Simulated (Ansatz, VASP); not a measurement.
## Y in VASP and in Ansatz

```
Y
1.0
     3.31934    0.00000    0.00000
     0.00000    3.31934    0.00000
     0.00000    0.00000    3.31934
Y
1
Direct
  0.00000 0.00000 0.00000
```

Change from the starting cell: volume scaled by 1.05, crystal datasets.

Alike in both runs: task electric field gradients; functional PBE; k mesh 11 × 11 × 11; occupations fermi-dirac, width 0.08 eV; no spin polarisation.

|  | VASP | Ansatz |
| --- | --- | --- |
| version | VASP 6.6.1 | Ansatz 0.2.0 |
| potentials or method | VASP PAW PBE potentials, release 64 (Y_sv), cutoff 520 eV | all-electron PAW with datasets made for the crystal, scalar-relativistic |

|  | VASP | Ansatz | Ansatz less VASP |
| --- | --- | --- | --- |
| pressure (GPa) | -1.2 | -1.2 | +0.03 |

Ansatz ran all-electron here, and VASP with PAW potentials.
